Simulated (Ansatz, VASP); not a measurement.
# Two plane-wave programs on PtS2

Contents of INCAR:

```
PREC     = Accurate       # precision mode
ENCUT    = 520            # plane-wave cutoff, eV
EDIFF    = 1E-6           # SCF threshold, eV
ISMEAR   = 0              # smearing method
SIGMA    = 0.05           # smearing width, eV
LREAL    = F              # projectors in reciprocal space
LASPH    = T              # aspherical terms in the spheres
NELM     = 60             # most SCF steps
ALGO     = Normal         # electronic algorithm
ISIF     = 2              # what is computed and relaxed
LWAVE    = F              # write WAVECAR
LCHARG   = F              # write CHGCAR
LDIPOL   = T            
IDIPOL   = 3            
DIPOL    = 0.5 0.5 0.388
GGA      = PE             # functional
IVDW     = 12             # dispersion correction
NBANDS   = 31             # bands
```

Contents of KPOINTS:

```
regular mesh
0
Gamma
  9 9 1
```

POSCAR

```
PtS2
1.0
    3.5415278079      0.0000000000      0.0000000000
   -1.7707639039      3.0670530498      0.0000000000
    0.0000000000      0.0000000000     22.4670615492
S Pt
4 2
Direct
    0.6666666667      0.3333333333      0.2002932155
    0.3333333333      0.6666666667      0.3108341854
    0.3333333333      0.6666666667      0.4648374133
    0.6666666667      0.3333333333      0.5753783832
    0.0000000000      0.0000000000      0.2555637004
    1.0000000000      1.0000000000      0.5201078982
```

Input for Ansatz:

```yaml
crystal:
  lattice:
    - [3.5415278079, 0.0, 0.0]
    - [-1.7707639039, 3.0670530498, 0.0]
    - [0.0, 0.0, 22.4670615492]
  atoms:
    - { symbol: S, position: [0.6666666667, 0.3333333333, 0.2002932155] }
    - { symbol: Pt, position: [0.0, 0.0, 0.2555637004] }
    - { symbol: S, position: [0.3333333333, 0.6666666667, 0.3108341854] }
    - { symbol: S, position: [0.3333333333, 0.6666666667, 0.4648374133] }
    - { symbol: Pt, position: [1.0, 1.0, 0.5201078982] }
    - { symbol: S, position: [0.6666666667, 0.3333333333, 0.5753783832] }
basis:
  ecutwfc: 420
kpoints:
  mp_grid: { grid: [9, 9, 1] }
hamiltonian:
  xc: pbe
  pseudopotentials: { kind: paw, azcp: { folder: soft_1 } }
  dispersion: d3bj
scf:
  occupations: { method: gaussian, width: 0.05 }
output:
  forces: true
  eigenvalues: true
efield:
  axis: 3
  dipole_correction: true
  ramp_width: 0.04
```

Alike in both runs: task single point; functional PBE; dispersion D3(BJ); k mesh 9 × 9 × 1; occupations gaussian, width 0.05 eV; no spin polarisation.

```csv
,VASP,Ansatz
version,VASP 6.6.1,Ansatz 0.2.0
potentials or method,"VASP PAW PBE potentials, release 64 (S, Pt), cutoff 520 eV","scalar-relativistic, plane waves, PAW"
valence electrons in the cell,44,60
```

VASP gave:

| Quantity | Value |
| --- | --- |
| gap on the k mesh at the Fermi level (eV) | 1.35 |
| least direct gap on the mesh (eV) | 1.46 |
| rms of the force components (eV/Å) | 0.038 |

Question: Estimate Ansatz's values.

Answer: gap on the k mesh at the Fermi level (eV): 1.34; least direct gap on the mesh (eV): 1.45; rms of the force components (eV/Å): 0.024.

VASP's potentials hold 44 valence electrons a cell and Ansatz's 60, so a difference there can come from the potentials and not from the codes.

Neither program's run includes spin-orbit coupling.
